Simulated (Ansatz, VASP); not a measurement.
**Two plane-wave programs on B**

The input INCAR:

```
SYSTEM = B
ALGO     = Normal         ! electronic algorithm
EDIFF    = 1E-6           ! SCF threshold, eV
ENCUT    = 520            ! plane-wave cutoff, eV
ISIF     = 2              ! what is computed and relaxed
ISMEAR   = -1             ! smearing method
LASPH    = .True.         ! aspherical terms in the spheres
LCHARG   = .False.        ! write CHGCAR
LREAL    = .False.        ! projectors in reciprocal space
LWAVE    = .False.        ! write WAVECAR
NBANDS   = 10             ! bands
NELM     = 100            ! most SCF steps
PREC     = Accurate       ! precision mode
SIGMA    = 0.1            ! smearing width, eV
```

The input KPOINTS:

```
k-points
0
Gamma
  15 15 15
  0 0 0
```

File POSCAR:

```
B
1.0
    0.0000000000      2.0785132717      2.0785132717
    2.0785132717      0.0000000000      2.0785132717
    2.0785132717      2.0785132717      0.0000000000
B
2
Direct
    0.1250000000      0.1250000000      0.1250000000
    0.8750000000      0.8750000000      0.8750000000
```

Input for Ansatz:

```yaml
crystal:
  lattice:
    - [0.0, 2.0785132717, 2.0785132717]
    - [2.0785132717, 0.0, 2.0785132717]
    - [2.0785132717, 2.0785132717, 0.0]
  atoms:
    - { symbol: B, position: [0.125, 0.125, 0.125] }
    - { symbol: B, position: [0.875, 0.875, 0.875] }
hamiltonian:
  xc: lda
  pseudopotentials:
    kind: paw
    azcp:
      B: "pseudopotentials/B.paw.azcp"
basis:
  ecutwfc: 420
  fft_grid_basis: typed
kpoints:
  mp_grid: { grid: [15, 15, 15], shift: [0, 0, 0] }
magnetization:
  spin_polarized: false
scf:
  occupations: { method: fermi_dirac, width: 0.1 }
  lower_state_search: "off"
output:
  stress: true
  write_density: true
  write_potential: true
  elf: true
  volumetric_format: npy
```

Alike in both runs: task single point; functional LDA; k mesh 15 × 15 × 15; occupations fermi-dirac, width 0.1 eV; no spin polarisation.

|  | VASP | Ansatz |
| --- | --- | --- |
| version | VASP 6.6.1 | Ansatz 0.2.0 |
| potentials or method | VASP PAW LDA potentials, release 64 (B), cutoff 520 eV | plane waves (420 eV) with PAW, scalar-relativistic |
| valence electrons in the cell | 6 | 6 |

VASP gave:

```
pressure (GPa) : -17.6
```

**Question.** Which values does Ansatz return?

**Answer.** Pressure (GPa): -17.7.

Ansatz warns that its potentials were made for another functional, while VASP's fit it. LDA's correlation is that of Perdew and Zunger in VASP and of Perdew and Wang (1992) in Ansatz.
